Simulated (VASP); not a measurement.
The system is ZnSnN2.

```xyz
4
Lattice="3.3820 0.0000 0.0000 0.0000 3.3820 0.0000 0.0000 0.0000 4.6996" Properties=species:S:1:pos:R:3 pbc="T T T"
Zn    0.0000    0.0000    0.0000
N     0.0000    1.6910    1.1507
N     1.6910    0.0000    3.5490
Sn    1.6910    1.6910    2.3498
```

Program: VASP 6.6.1. Alike in all runs: task single point; no spin polarisation; cell as given; k mesh 8 × 8 × 6; cutoff (eV) 520; smearing fermi-dirac 0.02 eV.

Question: Order these runs on this cell by their pressure, lowest first.
A. level LDA; potentials or basis VASP PAW LDA potentials, release 64 (Zn, N, Sn_d)
B. level r2SCAN; potentials or basis VASP PAW PBE potentials, release 64 (Zn, N, Sn_d)
C. level PBE; potentials or basis VASP PAW PBE potentials, release 64 (Zn, N, Sn_d)

Answer: A (-4.5 GPa), B (0.5 GPa), C (5.2 GPa).

Caveats: the PAW data sets were made with another functional, which shifts forces and pressure a little (some runs).
